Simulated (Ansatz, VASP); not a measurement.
## Ta: VASP beside Ansatz

```
Ta
1.0
    -1.65336    1.65336    1.65336
     1.65336   -1.65336    1.65336
     1.65336    1.65336   -1.65336
Ta
1
Direct
  0.00000 0.00000 0.00000
```

Alike in both runs: task single point; functional r2SCAN; k mesh 13 × 13 × 13; occupations gaussian, width 0.3 eV; no spin polarisation.

|  | VASP | Ansatz |
| --- | --- | --- |
| version | VASP 6.6.1 | Ansatz 0.2.0 |
| potentials or method | VASP PAW PBE potentials, release 64 (Ta_pv), cutoff 520 eV | plane waves (500 eV) with PAW, scalar-relativistic |
| valence electrons in the cell | 11 | 13 |

```tsv
	VASP	Ansatz	Ansatz less VASP
pressure (GPa)	0.7	0.0	-0.65
```

VASP's potentials were made for PBE, not for r2SCAN. The functional is the same, so the differences come from potentials, cutoffs and numerics. VASP's potentials hold 11 valence electrons a cell and Ansatz's 13, so a difference there can come from the potentials and not from the codes.

Spin-orbit coupling is off throughout.
